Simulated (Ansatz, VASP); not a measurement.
## One calculation of Si2Mo, two programs

```
Si Mo
1.0
     4.57474    0.00000    0.00000
    -2.28737    3.96184    0.00000
     0.00000    0.00000    6.56692
Si Mo
6 3
Direct
  0.16417 0.83583 0.83333
  0.32833 0.16417 0.16667
  0.83583 0.67167 0.50000
  0.83583 0.16417 0.83333
  0.67167 0.83583 0.16667
  0.16417 0.32833 0.50000
  0.50000 0.00000 0.50000
  0.00000 0.50000 0.16667
  0.50000 0.50000 0.83333
```

Alike in both runs: functional PBEsol; k mesh 9 × 9 × 6; occupations gaussian, width 0.01 eV; no spin polarisation.

Ansatz relaxed the structure, and its values are those at the end. VASP's run is a single point on that final structure, the one shown.

|  | VASP | Ansatz |
| --- | --- | --- |
| version | VASP 6.6.1 | Ansatz 0.2.0 |
| potentials or method | VASP PAW PBE potentials, release 64 (Si, Mo_sv), cutoff 520 eV | scalar-relativistic, plane waves, PAW |
| valence electrons in the cell | 66 | 66 |

VASP gave:

```
gap on the k mesh at the Fermi level (eV) : 0.17
least direct gap on the mesh (eV)         : 0.59
pressure (GPa)                            : 0.3
```

Which values does Ansatz return?

gap on the k mesh at the Fermi level (eV): 0.17; least direct gap on the mesh (eV): 0.59; pressure (GPa): 0.0.

VASP's potentials were made for PBE, not for PBEsol, and Ansatz warns of the same on its side. With one functional, cell and mesh, what is left measures potentials, basis and numerics.
